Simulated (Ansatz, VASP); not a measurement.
C in VASP and in Ansatz

The input INCAR:

```
PREC = Accurate
ENCUT = 520
EDIFF = 1E-8
ISMEAR = -1
SIGMA = 0.03
LREAL = False
LASPH = True
NELM = 100
ALGO = Normal
ISIF = 2
LWAVE = False
LCHARG = False
GGA = PS
LEFG = True
NBANDS = 11
```

The input KPOINTS:

```
Automatic mesh
0
Gamma
  19 19 19
```

File POSCAR:

```
C
1.0
    1.2280263465      0.7090013417      3.3470108394
   -1.2280263465      0.7090013417      3.3470108394
    0.0000000000     -1.4180026834      3.3470108394
C
2
Direct
    0.1640000000      0.1640000000      0.1640000000
    0.8360000000      0.8360000000      0.8360000000
```

Input for Ansatz:

```yaml
crystal:
  lattice:
    - [1.2280263465, 0.7090013417, 3.3470108394]
    - [-1.2280263465, 0.7090013417, 3.3470108394]
    - [0.0, -1.4180026834, 3.3470108394]
  atoms:
    - { symbol: C, position: [0.164, 0.164, 0.164] }
    - { symbol: C, position: [0.836, 0.836, 0.836] }
kpoints:
  mp_grid: { grid: [19, 19, 19] }
  band_path:
    path:
      - [0.0, 0.0, 0.0]
      - [0.5, 0.5, 0.5]
      - [0.8034183602, 0.1965816398, 0.5]
      - [0.5, -0.1965816398, 0.1965816398]
      - [0.5, 0.0, 0.0]
      - [0.0, 0.0, 0.0]
      - [0.3482908199, -0.3482908199, 0.0]
      - [0.6517091801, 0.0, 0.3482908199]
      - [0.5, 0.0, 0.5]
    npoints: 5
scf:
  occupations: { method: fermi_dirac, width: 0.03 }
hamiltonian:
  xc: pbesol
  pseudopotentials: { kind: paw }
output:
  forces: true
  stress: true
  eigenvalues: true
  efg: { contact_densities: true }
```

Alike in both runs: task electric field gradients; functional PBEsol; k mesh 19 × 19 × 19; occupations fermi-dirac, width 0.03 eV; no spin polarisation.

```csv
,VASP,Ansatz
version,VASP 6.6.1,Ansatz 0.2.0
potentials or method,"VASP PAW PBE potentials, release 64 (C)","PAW with Ansatz's default frozen-core files, scalar-relativistic"
plane-wave cutoff (eV),520,420
valence electrons in the cell,8,8
```

```csv
,VASP,Ansatz,Ansatz less VASP
pressure (GPa),1.9,1.2,-0.69
"traceless stress, the component that is largest in VASP (GPa)",-0.98,-0.23,+0.751
rms of the force components (eV/Å),0.502,0.504,+0.0024
size of Vzz on the site where it differs most (V/Å²),32.1,24.6,-7.46
```

VASP's potentials were made for PBE, not for PBEsol. Atom by atom the forces differ by 0.002 eV/Å (rms over components). With one functional, cell and mesh, what is left measures potentials, basis and numerics.
